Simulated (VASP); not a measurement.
Here is a VASP 6.6.1 calculation.

INCAR

```
PREC = Accurate
ENCUT = 520
EDIFF = 1E-6
ISMEAR = 0
SIGMA = 0.1
LREAL = F
LASPH = T
NELM = 100
ALGO = Normal
ISIF = 2
LWAVE = F
LCHARG = F
LDIPOL = T
IDIPOL = 3
DIPOL = 0.5 0.5 0.331
GGA = PE
NBANDS = 57
```

The input KPOINTS:

```
regular mesh
0
Gamma
  6 6 1
```

POSCAR

```
Mo6CO
1.0
    4.4695765303      0.0000000000      0.0000000000
   -2.2347882651      3.8707668194      0.0000000000
    0.0000000000      0.0000000000     22.2595667262
Mo C O
6 1 1
Direct
    0.6666666667      0.3333333333      0.1796980170
    0.3333333333      0.6666666667      0.2206848206
    0.0000000000      0.0000000000      0.2616716241
    0.6666666667      0.3333333333      0.2990464568
    0.3333333333      0.6666666667      0.3355219825
    0.0000000000      0.0000000000      0.3710569405
    0.1666666667      0.3333333333      0.4636014193
    0.1666666667      0.3333333333      0.5157138442
```

Potentials or basis: VASP PAW PBE potentials, release 64 (Mo_sv, C, O).

Run with:

```console
$ cat potpaw_PBE.64/Mo_sv/POTCAR potpaw_PBE.64/C/POTCAR potpaw_PBE.64/O/POTCAR > POTCAR
$ mpirun -np 1 vasp_std > vasp.out
```

Estimate the largest force.

1.964 eV/Å.

Forces on the atoms (eV/Å):
```
Mo   0.000 -0.080  1.588
Mo   0.000 -0.048 -0.298
Mo   0.000  0.089 -1.930
Mo   0.000  0.139 -0.592
Mo   0.000  0.173  0.485
Mo   0.000  0.459  1.909
C    0.000 -1.211 -0.992
O    0.000  0.480 -0.171
```
